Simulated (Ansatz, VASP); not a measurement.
One calculation of CaO, two programs

File INCAR:

```
SYSTEM = CaO
ALGO = Normal
EDIFF = 1E-7
EDIFFG = -0.002
ENCUT = 600
GGA = PE
IBRION = 2
ISIF = 3
ISMEAR = 0
LASPH = .TRUE.
LCHARG = .FALSE.
LREAL = .FALSE.
LWAVE = .FALSE.
NELM = 100
NSW = 100
PREC = Accurate
SIGMA = 0.02
```

Contents of KPOINTS:

```
k-points
0
G
  9 9 6
  0 0 0
```

Contents of POSCAR:

```
CaO
1.0
    3.9919758200      0.0000000000      0.0000000000
   -1.9959879100      3.4571524800      0.0000000000
    0.0000000000      0.0000000000      4.7848400100
Ca O
2 2
Direct
    0.3333333300      0.6666666700      0.7500000000
    0.6666666700      0.3333333300      0.2500000000
    0.3333333300      0.6666666700      0.2500000000
    0.6666666700      0.3333333300      0.7500000000
```

Input for Ansatz:

```yaml
crystal:
  lattice:
    - [3.99197582, 0.0, 0.0]
    - [-1.99598791, 3.45715248, 0.0]
    - [0.0, 0.0, 4.78484001]
  atoms:
    - { symbol: Ca, position: [0.33333333, 0.66666667, 0.75] }
    - { symbol: Ca, position: [0.66666667, 0.33333333, 0.25] }
    - { symbol: O, position: [0.33333333, 0.66666667, 0.25] }
    - { symbol: O, position: [0.66666667, 0.33333333, 0.75] }
basis:
  ecutwfc: 420
kpoints:
  mp_grid: { grid: [9, 9, 6] }
hamiltonian:
  xc: pbe
scf:
  occupations: { method: gaussian, width: 0.02 }
output:
  forces: true
  stress: true
  eigenvalues: true
  write_density: true
  write_potential: true
  elf: true
  volumetric_format: npy
relax:
  adjacent_minimum: "off"
  f_tol: 0.002
  max_steps: 80
  cell: { stress_tol: 0.02 }
```

Alike in both runs: task relaxation of cell and atoms; functional PBE; k mesh 9 × 9 × 6; occupations gaussian, width 0.02 eV; no spin polarisation.

```csv
,VASP,Ansatz
version,VASP 6.6.1,Ansatz 0.2.0
potentials or method,"VASP PAW PBE potentials, release 64 (Ca_sv, O), cutoff 600 eV","scalar-relativistic, plane waves, PAW"
valence electrons in the cell,32,32
```

VASP gave:

- gap on the k mesh at the Fermi level, each at its own relaxed structure (eV): 3.11
- relaxed volume (Å³/atom): 16.77
- relaxed cell length with the largest relative difference (Å): 4.011

Task: Which values does Ansatz return?

Result: gap on the k mesh at the Fermi level, each at its own relaxed structure (eV): 3.14; relaxed volume (Å³/atom): 16.69; relaxed cell length with the largest relative difference (Å): 4.004.
